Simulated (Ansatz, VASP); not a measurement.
# Sn: VASP beside Ansatz

File INCAR:

```
PREC     = Accurate       # precision mode
ENCUT    = 520            # plane-wave cutoff, eV
EDIFF    = 1E-7           # SCF threshold, eV
ISMEAR   = -1             # smearing method
SIGMA    = 0.1            # smearing width, eV
LREAL    = F              # projectors in reciprocal space
LASPH    = T              # aspherical terms in the spheres
NELM     = 60             # most SCF steps
ALGO     = Normal         # electronic algorithm
ISIF     = 2              # what is computed and relaxed
LWAVE    = F              # write WAVECAR
LCHARG   = F              # write CHGCAR
GGA      = PS             # functional
NBANDS   = 21             # bands
```

Contents of KPOINTS:

```
regular mesh
0
Gamma
  10 10 10
```

POSCAR

```
Sn
1.0
    0.0000000000      2.6800542055      2.6800542055
    2.6800542055      0.0000000000      2.6800542055
    2.6800542055      2.6800542055      0.0000000000
Sn
2
Direct
   -0.1250000000     -0.1250000000     -0.1250000000
    0.1250000000      0.1250000000      0.1250000000
```

Input for Ansatz:

```yaml
crystal:
  lattice:
    - [0.0, 2.6800542055, 2.6800542055]
    - [2.6800542055, 0.0, 2.6800542055]
    - [2.6800542055, 2.6800542055, 0.0]
  atoms:
    - { symbol: Sn, position: [-0.125, -0.125, -0.125] }
    - { symbol: Sn, position: [0.125, 0.125, 0.125] }
kpoints:
  mp_grid: { grid: [10, 10, 10] }
scf:
  occupations: { method: fermi_dirac, width: 0.1 }
hamiltonian:
  xc: pbesol
  pseudopotentials: { kind: all_electron, lapw: { basis_error: 0.001 } }
output:
  forces: true
  stress: true
  eigenvalues: true
  populations: true
```

Change from the starting cell: volume scaled by 0.55, LAPW.

Alike in both runs: task single point; functional PBEsol; k mesh 10 × 10 × 10; occupations fermi-dirac, width 0.1 eV; no spin polarisation.

```csv
,VASP,Ansatz
version,VASP 6.6.1,Ansatz 0.2.0
potentials or method,"VASP PAW PBE potentials, release 64 (Sn_d), cutoff 520 eV","all-electron LAPW, scalar-relativistic"
```

VASP gave:

```
pressure (GPa) : 102.2
```

Q: Which values does Ansatz return?

A: Pressure (GPa): 101.8.

VASP's potentials were made for PBE, not for PBEsol. Both programs put the cell under a high pressure, so it lies far from rest at this level. Ansatz ran all-electron here, and VASP with PAW potentials.

Noted on VASP's run: the cell as given lies far from equilibrium.
